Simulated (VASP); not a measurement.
## HC4: single point with PBE+D3(BJ)

HC4, a slab with vacuum:

```
CELL_PARAMETERS angstrom
4.93130 0.00000 0.00000
-2.46565 4.27064 0.00000
0.00000 0.00000 18.00003
ATOMIC_POSITIONS crystal
C 0.33333 0.16667 0.22222
C 0.33333 0.66667 0.22222
C 0.83333 0.16667 0.22222
C 0.83333 0.66667 0.22222
C 0.16667 0.33333 0.22222
C 0.16667 0.83333 0.22222
C 0.66667 0.33333 0.22222
C 0.66667 0.83333 0.22222
H 0.26743 0.16667 0.38889
H 0.39924 0.16667 0.38889
```

| Property | Result |
| --- | --- |
| Program | VASP 6.6.1 |
| Task | single point |
| Functional | PBE |
| Dispersion | D3(BJ) |
| Potentials or basis | VASP PAW PBE potentials, release 64 (C, H) |
| Cutoff | 520 eV |
| k mesh | 6 × 6 × 1 |
| Occupations | gaussian, width 0.1 eV |
| Spin | no spin polarisation |
| Dipole correction | yes |
| Further INCAR settings | ALGO = Normal; EDIFF = 1e-06; NBANDS = 28 |

| Property | Result |
| --- | --- |
| Largest force | 4.868 eV/Å |
| Dispersion energy per atom | -0.077 eV |

Forces on the atoms (eV/Å):
```
C    0.000 -0.001 -0.061
C   -0.006 -0.001  0.010
C    0.000  0.005  0.012
C    0.006 -0.001  0.010
C    0.019 -0.008 -0.008
C    0.000  0.017 -0.011
C   -0.019 -0.008 -0.008
C    0.000 -0.004  0.016
H   -4.868  0.001  0.019
H    4.868  0.001  0.019
```

Levels at points of the mesh, in eV from the Fermi level:
| k point | band 14 | band 15 | band 16 | band 17 | band 18 | band 19 | band 20 | band 21 |
| --- | --- | --- | --- | --- | --- | --- | --- | --- |
| (0.00, 0.00, 0.00) | -3.04 | -2.36 | -2.36 | -2.35 | 1.66 | 1.67 | 1.68 | 3.51 |
| (0.50, 0.00, 0.00) | -5.06 | -5.05 | -2.74 | -2.73 | 2.81 | 2.82 | 4.09 | 5.53 |
| (0.00, 0.50, 0.00) | -5.05 | -5.05 | -2.74 | -2.73 | 2.81 | 2.82 | 4.53 | 5.53 |

Wall time 9.3 min on 1 thread of Intel Xeon 8259CL (shared host), peak memory 0.56 GiB.
